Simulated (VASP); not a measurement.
# Zn12F (a cell with a defect) in VASP: notebook

Zn12F (a cell with a defect) is run at these levels: PBE; tasks: single point.

Everything below comes from runs of VASP 6.6.1. Logs are shortened: lines on timing, memory, paths and dates and some standing lists are left out, and cuts for length are marked.

### Step 1. The cell of the first run

The cell holds a defect, 13 atoms: a = 5.320 Å, b = 7.980 Å, c = 4.937 Å, α = 90.00°, β = 90.00°, γ = 120.00°.

### Step 2. Single point, PBE

The input, INCAR:

```
SYSTEM = Zn12F
PREC     = Accurate       ! precision mode
ENCUT    = 520            ! plane-wave cutoff, eV
EDIFF    = 1E-6           ! SCF threshold, eV
ISMEAR   = -1             ! smearing method
SIGMA    = 0.1            ! smearing width, eV
LREAL    = .False.        ! projectors in reciprocal space
LASPH    = .True.         ! aspherical terms in the spheres
NELM     = 60             ! most SCF steps
ALGO     = Normal         ! electronic algorithm
ISIF     = 2              ! what is computed and relaxed
LWAVE    = .False.        ! write WAVECAR
LCHARG   = .True.         ! write CHGCAR
GGA      = PE             ! functional
LELF     = .True.         ! ELF
LVHAR    = .True.       
NBANDS   = 88             ! bands
```

The input, KPOINTS:

```
Automatic mesh
0
Gamma
  2 2 2
  0 0 0
```

The input, POSCAR:

```
Zn12F
1.0
    5.3200000000      0.0000000000      0.0000000000
   -3.9900000000      6.9108830000      0.0000000000
    0.0000000000      0.0000000000      4.9369600000
Zn F
12 1
Direct
   -0.0091209197      0.1041545632      0.1509633459
    0.2482528415      0.2479712072      0.7245349365
   -0.0290743498      0.4317103907     -0.0077375551
    0.2320448008      0.7444055991      0.9006757195
    0.0604878584      0.6303246633      0.4277936220
    0.2697915849      0.9950103337      0.4664206313
    0.4963448708      0.0927956674     -0.0323073308
    0.8018140998      0.2504889751      0.5584813326
    0.4554484082      0.3598961233      0.2569597485
    0.6731644408      0.5146954449      0.7394023853
    0.8068726858      0.7873089445      0.1069889163
    0.6973093277      0.9344826124      0.6512307169
    0.4311665374      0.6169689170      0.6412043039
```

Potentials or basis: VASP PAW PBE potentials, release 64 (Zn, F).

Run with:

```bash
$ cat potpaw_PBE.64/Zn/POTCAR potpaw_PBE.64/F/POTCAR > POTCAR
$ mpirun -np 1 vasp_std > vasp.out
```

OUTCAR:

```text
SYSTEM = Zn12F
   PREC = Accurate
   ENCUT = 520
   EDIFF = 1E-6
   ISMEAR = -1
   LREAL = .False.
   LASPH = .True.
   NELM = 60
   ISIF = 2
   GGA = PE

 ion  position               nearest neighbor table
   1  0.991  0.104  0.151-  11 2.22   9 2.35   2 2.46   6 2.58   7 2.74   8 2.76   3 2.78  12 2.87
                            12 2.87   7 2.88
   2  0.248  0.248  0.725-  10 2.20   6 2.44   1 2.46   7 2.52   9 2.52   8 2.52  12 2.77   9 2.82
                             3 2.87   8 3.05
   3  0.971  0.432  0.992-   4 2.21  10 2.36   8 2.49   5 2.57   7 2.62   1 2.78   9 2.83   2 2.87

   4  0.232  0.744  0.901-  13 2.21   3 2.21   7 2.43  12 2.49   5 2.51  11 2.65  10 2.72   5 2.76
                             6 2.87
   5  0.060  0.630  0.428-  13 2.28  10 2.36   4 2.51   6 2.55   3 2.57   8 2.71  11 2.75   4 2.76
                             9 2.96
   6  0.270  0.995  0.466-   2 2.44   5 2.55   8 2.57   1 2.58   7 2.68   7 2.69  12 2.71   9 2.77
                            11 2.81   4 2.87  12 2.98
   7  0.496  0.093  0.968-   4 2.43   8 2.50   2 2.52  12 2.56   3 2.62   9 2.66   6 2.68   6 2.69
                             1 2.74   1 2.88
   8  0.802  0.250  0.558-  12 2.34   3 2.49   7 2.50   2 2.52   6 2.57  10 2.67   5 2.71   1 2.76
                             9 2.83   2 3.05
   9  0.455  0.360  0.257-   1 2.35   2 2.52   7 2.66  10 2.67   6 2.77   2 2.82  10 2.82   8 2.83
                             3 2.83   5 2.96
  10  0.673  0.515  0.739-  13 1.90   2 2.20   3 2.36   5 2.36  11 2.64   9 2.67   8 2.67   4 2.72
                             9 2.82
  11  0.807  0.787  0.107-   1 2.22  10 2.64   4 2.65  12 2.73   5 2.75   6 2.81
  12  0.697  0.934  0.651-  13 2.20   8 2.34   4 2.49   7 2.56   6 2.71  11 2.73   2 2.77   1 2.87
                             1 2.87   6 2.98
  13  0.431  0.617  0.641-  10 1.90  12 2.20   4 2.21   5 2.28

  LATTYP: Found a simple monoclinic cell.
 ALAT       =     5.3200000000
 B/A-ratio  =     0.9280000000
 C/A-ratio  =     1.3228757068
 COS(beta)  =    -0.1889822292

  Lattice vectors:

 A1 = (   5.3200000000,   0.0000000000,   0.0000000000)
 A2 = (   0.0000000000,   0.0000000000,   4.9369600000)
 A3 = (  -1.3300000000,  -6.9108830000,   0.0000000000)

Analysis of symmetry for initial positions (statically):
=====================================================================
 Subroutine PRICEL returns:
 Original cell was already a primitive cell.

 Routine SETGRP: Setting up the symmetry group for a
 simple monoclinic supercell.

 Subroutine GETGRP returns: Found  1 space group operations
 (whereof  1 operations were pure point group operations)
 out of a pool of  4 trial point group operations.

The static configuration has the point symmetry C_1 .

Analysis of symmetry for dynamics (positions and initial velocities):
=====================================================================
 Subroutine PRICEL returns:
 Original cell was already a primitive cell.

 Routine SETGRP: Setting up the symmetry group for a
 simple monoclinic supercell.

 Subroutine GETGRP returns: Found  1 space group operations
 (whereof  1 operations were pure point group operations)
 out of a pool of  4 trial point group operations.

The dynamic configuration has the point symmetry C_1 .

 Subroutine INISYM returns: Found  1 space group operations
 (whereof  1 operations are pure point group operations),
 and found     1 'primitive' translations

----------------------------------------------------------------------------------------

                                     Primitive cell

  volume of cell :     181.5118

  direct lattice vectors                    reciprocal lattice vectors
     5.320000000  0.000000000  0.000000000     0.187969925  0.108524482  0.000000000
    -3.990000000  6.910883000  0.000000000     0.000000000  0.144699310  0.000000000
     0.000000000  0.000000000  4.936960000     0.000000000  0.000000000  0.202553798

  length of vectors
     5.320000000  7.980000241  4.936960000     0.217048971  0.144699310  0.202553798

  position of ions in fractional coordinates (direct lattice)
     0.990879080  0.104154563  0.150963346
     0.248252841  0.247971207  0.724534936
     0.970925650  0.431710391  0.992262445
     0.232044801  0.744405599  0.900675720
     0.060487858  0.630324663  0.427793622
     0.269791585  0.995010334  0.466420631
     0.496344871  0.092795667  0.967692669
     0.801814100  0.250488975  0.558481333
     0.455448408  0.359896123  0.256959749
     0.673164441  0.514695445  0.739402385
     0.806872686  0.787308944  0.106988916
     0.697309328  0.934482612  0.651230717
     0.431166537  0.616968917  0.641204304

  ion indices of the primitive-cell ions
   primitive index   ion index
                 1           1
                 2           2
                 3           3
                 4           4
                 5           5
                 6           6
                 7           7
                 8           8
                 9           9
                10          10
                11          11
                12          12
                13          13

----------------------------------------------------------------------------------------

 KPOINTS: Automatic mesh

Automatic generation of k-mesh.
 Grid dimensions read from file:
 generate k-points for:    2    2    2

 Generating k-lattice:

  Cartesian coordinates                     Fractional coordinates (reciprocal lattice)
     0.093984962  0.054262241  0.000000000     0.500000000  0.000000000  0.000000000
     0.000000000  0.072349655  0.000000000     0.000000000  0.500000000  0.000000000
     0.000000000  0.000000000  0.101276899     0.000000000  0.000000000  0.500000000

  Length of vectors
     0.108524486  0.072349655  0.101276899

  Shift w.r.t. Gamma in fractional coordinates (k-lattice)
     0.000000000  0.000000000  0.000000000

 Subroutine IBZKPT returns following result:
 ===========================================

 Found      8 irreducible k-points:

 Following reciprocal coordinates:
            Coordinates               Weight
  0.000000  0.000000  0.000000      1.000000
  0.500000  0.000000  0.000000      1.000000
  0.000000  0.500000  0.000000      1.000000
  0.500000  0.500000  0.000000      1.000000
  0.000000  0.000000  0.500000      1.000000
  0.500000  0.000000  0.500000      1.000000
  0.000000  0.500000  0.500000      1.000000
  0.500000  0.500000  0.500000      1.000000
   k-points           NKPTS =      8   k-points in BZ     NKDIM =      8   number of bands    NBANDS=     88
   number of dos      NEDOS =    301   number of ions     NIONS =     13
   total plane-waves  NPLWV =  96000
   dimension x,y,z NGX =    40 NGY =   60 NGZ =   40
   dimension x,y,z NGXF=    80 NGYF=  120 NGZF=   80
   ions per type =              12   1
   NGX,Y,Z   is equivalent  to a cutoff of  12.50, 12.50, 13.47 a.u.
   NGXF,Y,Z  is equivalent  to a cutoff of  25.00, 25.00, 26.94 a.u.
 SYSTEM =  Zn12F
   PREC   = accura    normal or accurate (medium, high low for compatibility)
   ISTART =      0    job   : 0-new  1-cont  2-samecut
   ICHARG =      2    charge: 1-file 2-atom 10-const
   ISPIN  =      1    spin polarized calculation?
   LNONCOLLINEAR =      F non collinear calculations
   LSORBIT =      F    spin-orbit coupling
   LASPH  =      T    aspherical Exc in radial PAW
   ENCUT  =  520.0 eV  38.22 Ry    6.18 a.u.   9.89 14.84  9.18*2*pi/ulx,y,z
   NELM   =     60;   NELMIN=  2; NELMDL= -5     # of ELM steps
   EDIFF  = 0.1E-05   stopping-criterion for ELM
   LREAL  =      F    real-space projection
   EDIFFG = 0.1E-04   stopping-criterion for IOM
   NSW    =      0    number of steps for IOM
   IBRION =     -1    ionic relax: 0-MD 1-quasi-New 2-CG
   NFREE  =      0    steps in history (QN), initial steepest desc. (CG)
   ISIF   =      2    stress and relaxation
   ISYM   =      2    0-nonsym 1-usesym 2-fastsym
   POTIM  = 0.5000    time-step for ionic-motion
   TEBEG  =    0.0;   TEEND  =   0.0 temperature during run
   PSTRESS=    0.0 pullay stress
   NELECT =     151.0000    total number of electrons
   NUPDOWN=      -1.0000    fix difference up-down
   EMIN   =  10.00;   EMAX   =-10.00  energy-range for DOS
   EFERMI =   0.00;   METHOD = LEGACY
   ISMEAR =    -1;   SIGMA  =   0.10  broadening in eV -4-tet -1-fermi 0-gaus
   EFERMI_NEDOS =   21; number of points for ismear=-14 and -15
   IALGO  =     38    algorithm
   IMIX   =      4    mixing-type and parameters
     AMIX     =   0.40;   BMIX     =  1.00
     AMIX_MAG =   1.60;   BMIX_MAG =  1.00
  volume/ion in A,a.u.               =      13.96        94.22
  Fermi-wavevector in a.u.,A,eV,Ry     =   1.539686  2.909585 32.254429  2.370634
  Thomas-Fermi vector in A             =   2.645879
   LORBIT       =      0    0 simple, 1 ext, 2 COOP (PROOUT), +10 PAW based schemes
   GGA     = PE    functional components
   LHFCALC =     F    Hartree Fock is set to
   AEXX    =    0.0000 exact exchange contribution
   IVDW    =     0    specifies the selected vdW correction
   LEPSILON=     F    determine dielectric tensor
   LRPA    =     F    only Hartree local field effects (RPA)
 non-spin polarized calculation
  energy-cutoff  :      520.00
  volume of cell :      181.51
 maximum number of plane-waves:      4912
 NGX is ok and might be reduce to    40
   NGX = 19   NGY = 29   NGZ = 19

 number of electron     151.0000001 magnetization

 Free energy of the ion-electron system (eV)
  ---------------------------------------------------
  ext. energy  EPLUGINS =         0.00000000
  ---------------------------------------------------
  free energy    TOTEN  =       -13.87154168 eV

  energy without entropy =      -13.75476783  energy(sigma->0) =      -13.81315476

 E-fermi :   3.2479     XC(G=0): -11.6975

 val. band max:        3.0952218540   @ k =   0.0000   0.0000   0.0000
 cond. band min:       3.2516040190   @ k =   0.5000   0.0000   0.5000
 fundamental gap:      0.1563821650
 Fermi energy:         3.2479474642

 k-point     1 :       0.0000    0.0000    0.0000
  band No.  band energies     occupation
      1     -21.8930      2.00000
      2      -7.2999      2.00000
      3      -6.1386      2.00000
      4      -5.6583      2.00000
      5      -5.4926      2.00000
      6      -5.4048      2.00000
[... 79 lines left out ...]
     86       7.5568      0.00000
     87       7.9245      0.00000

 k-point     2 :       0.5000    0.0000    0.0000
  band No.  band energies     occupation
      1     -21.8907      2.00000
      2      -6.6426      2.00000
      3      -6.0887      2.00000
      4      -5.9869      2.00000
      5      -5.5430      2.00000
      6      -5.3783      2.00000
[... 529 lines left out ...]
     86       8.4635      0.00000
     87       8.8017      0.00000

 k-point     8 :       0.5000    0.5000    0.5000
  band No.  band energies     occupation
      1     -21.8895      2.00000
      2      -6.4507      2.00000
      3      -5.6504      2.00000
      4      -5.5842      2.00000
      5      -5.5521      2.00000
      6      -5.4429      2.00000
[... 79 lines left out ...]
     86       8.8318      0.00000
     87       9.0200      0.00000
 [bands above 87 left out]

------------------------ aborting loop because EDIFF is reached ----------------------------------------

  FORCE on cell =-STRESS in cart. coord.  units (eV):
  Direction    XX          YY          ZZ          XY          YZ          ZX
  --------------------------------------------------------------------------------------
  -------------------------------------------------------------------------------------
  Total       17.4813337     26.5539268     15.5383498     -0.1371893     -1.1783678     -0.2545376
  in kB      154.3051294    234.3875584    137.1547004     -1.2109499    -10.4012768     -2.2467657
  external PRESSURE =     175.2824627 kB  Pullay stress =       0.0000000 kB

 VOLUME and BASIS-vectors are now :
 -----------------------------------------------------------------------------
  energy-cutoff  :      520.00
  volume of cell :      181.51
      direct lattice vectors                 reciprocal lattice vectors
     5.320000000  0.000000000  0.000000000     0.187969925  0.108524482  0.000000000
    -3.990000000  6.910883000  0.000000000     0.000000000  0.144699310  0.000000000
     0.000000000  0.000000000  4.936960000     0.000000000  0.000000000  0.202553798

 POSITION                                       TOTAL-FORCE (eV/Angst)
 -----------------------------------------------------------------------------------
      4.85590      0.71980      0.74530        -1.477485      0.917370      0.426344
      0.33130      1.71370      3.57700        -1.551097     -1.754375      0.084982
      3.44280      2.98350      4.89876         0.782340     -2.255324      1.814473
     -1.73570      5.14450      4.44660        -0.444046      1.637421      0.695857
     -2.19320      4.35610      2.11200         0.295633      0.026088     -1.411194
     -2.53480      6.87640      2.30270         0.011823     -0.959380     -0.178834
      2.27030      0.64130      4.77746        -0.037508      0.068432      0.979648
      3.26620      1.73110      2.75720        -0.308606      1.044891     -1.555283
      0.98700      2.48720      1.26860         0.716147      1.169816     -0.558210
      1.52760      3.55700      3.65040         1.401679      1.378503      0.705770
      1.15120      5.44100      0.52820         0.123228     -1.782636      0.279777
     -0.01890      6.45810      3.21510         1.237449     -0.224259     -0.271395
     -0.16790      4.26380      3.16560        -0.749557      0.733453     -1.011935
 -----------------------------------------------------------------------------------
    total drift:                               -0.000070     -0.000995     -0.001814

  FREE ENERGIE OF THE ION-ELECTRON SYSTEM (eV)
  ---------------------------------------------------
  free  energy   TOTEN  =       -13.8715416847 eV

  energy  without entropy=      -13.7547678346  energy(sigma->0) =      -13.81315476
```

It took 1.8 min on 1 thread of Intel Xeon 6975P-C (Granite Rapids), shared host; peak memory 0.32 GiB.

What came out:

```yaml
Free_energy: -13.8715 eV
Pressure: 17.5 GPa
Largest_force: 2.998 eV/Å
```

Forces in eV/Å, atoms in the order of the input:
```
Zn  -1.477  0.917  0.426
Zn  -1.551 -1.754  0.085
Zn   0.782 -2.255  1.814
Zn  -0.444  1.637  0.696
Zn   0.296  0.026 -1.411
Zn   0.012 -0.959 -0.179
Zn  -0.038  0.068  0.980
Zn  -0.309  1.045 -1.555
Zn   0.716  1.170 -0.558
Zn   1.402  1.379  0.706
Zn   0.123 -1.783  0.280
Zn   1.237 -0.224 -0.271
F   -0.750  0.733 -1.012
```

Caveat: the k points lie up to 0.68 Å⁻¹ apart; an odd number of electrons without spin polarisation forces a metal; a magnetic or distorted state may lie lower.

### Step 3. Single point, PBE

The input, INCAR:

```
SYSTEM = Zn12F
ALGO = Normal
EDIFF = 1E-7
ENCUT = 520
GGA = PE
ISIF = 2
ISMEAR = -1
LASPH = .True.
LCHARG = .True.
LELF = .True.
LREAL = .False.
LVHAR = .True.
LWAVE = .False.
NBANDS = 88
NELM = 100
PREC = Accurate
SIGMA = 0.1
```

The input, KPOINTS:

```
k-points
0
Gamma
  2 2 2
  0 0 0
```

The input, POSCAR:

```
Zn12F
1.0
    5.3200000000      0.0000000000      0.0000000000
   -3.9900000000      6.9108830000      0.0000000000
    0.0000000000      0.0000000000      4.9369600000
Zn F
12 1
Direct
   -0.1064712043      0.1459581938      0.3876474592
    0.1856962189      0.2762165124      0.8711838864
    0.0037435506      0.4730365136      0.0903592494
    0.2146505167      0.8345966789      1.0288720184
    0.0037255111      0.6672229873      0.5116508945
    0.3460710215      1.0115784047      0.5459635079
    0.4803939737      0.1706004862      0.0754107791
    0.6838030719      0.3132161259      0.6279977962
    0.4263197983      0.4071983276      0.3722533705
    0.6525852226      0.5730960863      0.9149760176
    0.7677204887      0.8116473684      0.2989288955
    0.7514754004      0.9325436417      0.8381676173
    0.4612793251      0.7290240625      0.5834967267
```

Potentials or basis: VASP PAW PBE potentials, release 64 (Zn, F).

Run with:

```bash
$ cat potpaw_PBE.64/Zn/POTCAR potpaw_PBE.64/F/POTCAR > POTCAR
$ mpirun -np 1 vasp_std > vasp.out
```

Run time: 2.3 min. Hardware: 1 thread of Intel Xeon 6975P-C (Granite Rapids), shared host; peak memory 0.33 GiB.

The run converged. Its results:

```
Free energy   : -14.8513 eV
Pressure      : 15.0 GPa
Largest force : 2.950 eV/Å
```

Forces in eV/Å, atoms in the order of the input:
```
Zn   0.432  0.462 -0.458
Zn  -1.264 -0.510 -0.665
Zn   0.453 -0.321  0.306
Zn  -0.105 -0.734 -0.027
Zn   0.832 -0.827  0.440
Zn  -1.205 -1.394 -0.279
Zn   1.124  0.002  0.516
Zn   2.042  1.760  1.198
Zn  -1.566  0.715 -0.859
Zn  -0.106  0.329  0.151
Zn  -0.197  0.452 -0.997
Zn   0.335  1.027  0.659
F   -0.777 -0.960  0.015
```

Stress tensor (GPa, compression positive):
```
14.23 -2.04  0.70
-2.04 16.88 -0.41
 0.70 -0.41 13.86
```

Levels at points of the mesh, in eV from the Fermi level:
| k point | band 72 | band 73 | band 74 | band 75 | band 76 | band 77 | band 78 | band 79 | band 80 | band 81 |
| --- | --- | --- | --- | --- | --- | --- | --- | --- | --- | --- |
| (0.00, 0.00, 0.00) | -1.69 | -1.52 | -0.21 | -0.03 | 0.28 | 0.45 | 0.85 | 1.88 | 2.05 | 2.67 |
| (0.50, 0.00, 0.00) | -1.75 | -1.53 | -1.03 | -0.57 | -0.19 | 0.04 | 1.07 | 1.37 | 1.86 | 2.72 |
| (0.00, 0.50, 0.00) | -2.35 | -1.90 | -1.43 | -1.19 | -0.65 | 1.10 | 1.48 | 2.05 | 2.62 | 2.81 |
| (0.50, 0.50, 0.00) | -1.97 | -1.00 | -0.48 | 0.08 | 0.55 | 0.83 | 1.17 | 1.85 | 2.51 | 2.67 |
| (0.00, 0.00, 0.50) | -2.22 | -1.98 | -1.66 | -0.90 | -0.17 | 0.79 | 1.02 | 1.71 | 2.80 | 3.51 |
| (0.50, 0.00, 0.50) | -3.11 | -1.43 | -1.08 | 0.23 | 0.66 | 1.61 | 2.07 | 2.86 | 3.43 | 3.58 |
| (0.00, 0.50, 0.50) | -2.01 | -1.27 | -1.01 | -0.82 | -0.60 | -0.15 | 0.17 | 0.99 | 1.61 | 2.53 |
| (0.50, 0.50, 0.50) | -3.33 | -2.50 | -1.85 | -1.22 | -0.37 | 3.65 | 3.90 | 4.22 | 4.52 | 4.82 |

Caveat: the k points lie up to 0.68 Å⁻¹ apart; an odd number of electrons without spin polarisation forces a metal; a magnetic or distorted state may lie lower.
